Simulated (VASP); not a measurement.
# NbSb (wurtzite type) (P6_3mc) in VASP: a series of runs, part 2 of 2

VASP 6.6.1. Earlier steps stand in the parts before.

## (4) Electric field gradients, PBE

Contents of INCAR:

```
PREC = Accurate
ENCUT = 520
EDIFF = 1E-8
ISMEAR = -1
SIGMA = 0.05
LREAL = False
LASPH = True
NELM = 100
ALGO = Normal
ISIF = 2
LWAVE = False
LCHARG = False
GGA = PE
LEFG = True
NBANDS = 26
```

Contents of KPOINTS:

```
Automatic mesh
0
Gamma
  8 8 5
```

Contents of POSCAR:

```
NbSb
1.0
    3.1820714773      0.0000000000      0.0000000000
   -1.5910357387      2.7557547360      0.0000000000
    0.0000000000      0.0000000000     10.1345947828
Nb Sb
2 2
Direct
    0.3333333333      0.6666666667      0.0488841903
    0.6666666667      0.3333333333      0.5488841903
    0.3333333333      0.6666666667      0.3271158097
    0.6666666667      0.3333333333      0.8271158097
```

Potentials or basis: VASP PAW PBE potentials, release 64 (Nb_sv, Sb).

The run is started by

```sh
$ cat potpaw_PBE.64/Nb_sv/POTCAR potpaw_PBE.64/Sb/POTCAR > POTCAR
$ mpirun -np 1 vasp_std > vasp.out
```

OUTCAR:

```text
PREC = Accurate
   ENCUT = 520
   EDIFF = 1E-8
   ISMEAR = -1
   LREAL = False
   LASPH = True
   NELM = 100
   ISIF = 2
   GGA = PE

 ion  position               nearest neighbor table
   1  0.333  0.667  0.049-   3 2.82   4 2.90   4 2.90   4 2.90
   2  0.667  0.333  0.549-   4 2.82   3 2.90   3 2.90   3 2.90
   3  0.333  0.667  0.327-   1 2.82   2 2.90   2 2.90   2 2.90
   4  0.667  0.333  0.827-   2 2.82   1 2.90   1 2.90   1 2.90

  LATTYP: Found a hexagonal cell.
 ALAT       =     3.1820714773
 C/A-ratio  =     3.1849048191

  Lattice vectors:

 A1 = (   3.1820714773,   0.0000000000,   0.0000000000)
 A2 = (  -1.5910357387,   2.7557547360,   0.0000000000)
 A3 = (   0.0000000000,   0.0000000000,  10.1345947828)

Analysis of symmetry for initial positions (statically):
=====================================================================
 Subroutine PRICEL returns:
 Original cell was already a primitive cell.

 Routine SETGRP: Setting up the symmetry group for a
 hexagonal supercell.

 Subroutine GETGRP returns: Found 12 space group operations
 (whereof  6 operations were pure point group operations)
 out of a pool of 24 trial point group operations.

The static configuration has the point symmetry C_3v.
 The point group associated with its full space group is C_6v.

Analysis of symmetry for dynamics (positions and initial velocities):
=====================================================================
 Subroutine PRICEL returns:
 Original cell was already a primitive cell.

 Routine SETGRP: Setting up the symmetry group for a
 hexagonal supercell.

 Subroutine GETGRP returns: Found 12 space group operations
 (whereof  6 operations were pure point group operations)
[... 856 lines left out ...]
     26      14.2181      0.00000

 [... further k-points ...]
[... 5 lines left out ...]
  --------------------------------------------------------------------------------------
  -------------------------------------------------------------------------------------
  Total       -0.0686882     -0.0686882     -0.1325856      0.0000000      0.0000000     -0.0000000
  in kB       -1.2383283     -1.2383283     -2.3902870      0.0000000      0.0000000     -0.0000000
  external PRESSURE =      -1.6223146 kB  Pullay stress =       0.0000000 kB

 VOLUME and BASIS-vectors are now :
 -----------------------------------------------------------------------------
  energy-cutoff  :      520.00
  volume of cell :       88.87
      direct lattice vectors                 reciprocal lattice vectors
     3.182071477  0.000000000  0.000000000     0.314260697  0.181438498  0.000000000
    -1.591035739  2.755754736  0.000000000     0.000000000  0.362876996  0.000000000
     0.000000000  0.000000000 10.134594783     0.000000000  0.000000000  0.098671927

 POSITION                                       TOTAL-FORCE (eV/Angst)
 -----------------------------------------------------------------------------------
     -0.00000      1.83717      0.49542        -0.000000      0.000000      0.004724
      1.59104      0.91858      5.56272         0.000000     -0.000000      0.004724
     -0.00000      1.83717      3.31519         0.000000      0.000000     -0.004724
      1.59104      0.91858      8.38248        -0.000000     -0.000000     -0.004724
 -----------------------------------------------------------------------------------
    total drift:                               -0.000000      0.000000      0.000271

  FREE ENERGIE OF THE ION-ELECTRON SYSTEM (eV)
  ---------------------------------------------------
  free  energy   TOTEN  =       -27.2242949616 eV

  energy  without entropy=      -27.1735864551  energy(sigma->0) =      -27.19894071

 Electric field gradients (V/A^2)
---------------------------------------------------------------------
 ion       V_xx      V_yy      V_zz      V_xy      V_xz      V_yz
---------------------------------------------------------------------
   1      -3.393    -3.393     6.787    -0.000    -0.000     0.000
   2      -3.393    -3.393     6.787    -0.000     0.000    -0.000
   3     159.934   159.934  -319.868    -0.000    -0.000     0.000
   4     159.934   159.934  -319.868    -0.000     0.000    -0.000
---------------------------------------------------------------------

 Electric field gradients after diagonalization (V/A^2)
 (convention: |V_zz| > |V_xx| > |V_yy|)
----------------------------------------------------------------------
 ion       V_xx      V_yy      V_zz     asymmetry (V_yy - V_xx)/ V_zz
----------------------------------------------------------------------
   1      -3.394    -3.393     6.787       0.000
   2      -3.394    -3.393     6.787       0.000
   3     159.934   159.934  -319.868       0.000
   4     159.934   159.934  -319.868       0.000
----------------------------------------------------------------------

           NMR quadrupolar parameters

 Cq : quadrupolar parameter    Cq=e*Q*V_zz/h
 eta: asymmetry parameters     (V_yy - V_xx)/ V_zz
 Q  : nuclear electric quadrupole moment in mb (millibarn)
----------------------------------------------------------------------
 ion       Cq(MHz)       eta       Q (mb)
----------------------------------------------------------------------
   1       0.016       0.000       1.000
   2       0.016       0.000       1.000
   3      -0.773       0.000       1.000
   4      -0.773       0.000       1.000
----------------------------------------------------------------------
```

It took 46 s on 1 thread of Intel Xeon 6975P-C (Granite Rapids), shared host; peak memory 0.23 GiB.

Results:

```yaml
Free_energy: -27.2243 eV
Pressure: -0.2 GPa
Largest_force: 0.005 eV/Å
Band_gap_on_the_k_mesh: zero (band 18 reaches 10.43 eV, above the bottom of band 19 at 9.51 eV)
```

Forces in eV/Å, atoms in the order of the input:
```
Nb   0.000  0.000  0.005
Nb   0.000  0.000  0.005
Sb   0.000  0.000 -0.005
Sb   0.000  0.000 -0.005
```

Stress tensor (GPa, compression positive):
```
-0.12  0.00  0.00
 0.00 -0.12  0.00
 0.00  0.00 -0.24
```

Electric field gradients, principal values (V/Å²):
```
atom    least   middle  greatest (by size)
1 Nb   -3.393   -3.394               6.787
2 Nb   -3.393   -3.394               6.787
3 Sb  159.934  159.934            -319.868
4 Sb  159.934  159.934            -319.868
```

Caveat: without QUAD_EFG the Cq values of the log hold for a quadrupole moment of 1 mb, not for the nuclei; spin-orbit coupling is left out, which moves the levels of the heavy elements.
